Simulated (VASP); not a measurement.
ZnF2, 6 atoms in the cell. Symmetry: P4_2/mnm, No. 136, tetragonal system. Conventional cell: a = 4.566 Å, b = 4.566 Å, c = 3.088 Å, α = 90.00°, β = 90.00°, γ = 90.00°. Zn (site symmetry mmm) has 6 F at 1.95 to 2.00 Å within 2.6 Å. Within 2.6 Å of F (site symmetry m2m) lie 3 Zn at 1.95 to 2.00 Å and 1 F at 2.55 Å. 

```yaml
Program: VASP 6.6.1
Task: relaxation of shape and atoms at fixed volume
Functional: PBE
Potentials_or_basis: VASP PAW PBE potentials, release 64 (Zn, F)
Cutoff: 600 eV
k_mesh: 6 × 6 × 8
Occupations: gaussian, width 0.02 eV
Spin: no spin polarisation
Dipole_correction: no
Further_INCAR_settings: ALGO = Normal; EDIFF = 1e-07; IBRION = 2; EDIFFG = -0.01; NSW = 50; ISIF = 4
```

Potentials or basis: VASP PAW PBE potentials, release 64 (Zn, F).

Launch:

```sh
$ cat potpaw_PBE.64/Zn/POTCAR potpaw_PBE.64/F/POTCAR > POTCAR
$ mpirun -np 1 vasp_std > vasp.out
```

Hardware: 1 thread of Oxide Virtual Turin-like Processor (shared host).

Task: How long does it take, and how much memory?

Result: Run time: 8.1 min on 1 thread of Oxide Virtual Turin-like Processor (shared host), peak memory 0.22 GiB. Counts: scf iterations 43, k points 50, ion steps 5.
